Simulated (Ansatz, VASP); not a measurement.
**Two plane-wave programs on Ge2Sb2Se**

```xyz
5
Lattice="4.3023 0.0000 0.0000 -2.1511 3.7259 0.0000 0.0000 0.0000 9.4953" Properties=species:S:1:pos:R:3 pbc="T T T"
Ge    0.0000    0.0000    2.3523
Ge    0.0000    0.0000    7.1430
Sb    0.0000    2.4839    1.1597
Sb    2.1511    1.2420    8.3356
Se    0.0000    0.0000    4.7477
```

Alike in both runs: functional PBE; k mesh 6 × 6 × 2; occupations gaussian, width 0.1 eV; no spin polarisation.

Ansatz relaxed the structure, and its values are those at the end. VASP's run is a single point on that final structure, the one shown.

```csv
,VASP,Ansatz
version,VASP 6.6.1,Ansatz 0.2.0
potentials or method,"VASP PAW PBE potentials, release 64 (Ge_d, Sb, Se), cutoff 520 eV","scalar-relativistic, plane waves, PAW"
valence electrons in the cell,44,74
```

```csv
,VASP,Ansatz,Ansatz less VASP
gap on the k mesh at the Fermi level (eV),none,none,-
pressure (GPa),0.1,0.1,-0.02
rms of the force components (eV/Å),0.009,0.002,-0.0065
```

A gap of «none» marks a metal or a gap that the smearing closes. VASP's potentials hold 44 valence electrons a cell and Ansatz's 74, so a difference there can come from the potentials and not from the codes.

Neither program's run includes spin-orbit coupling.
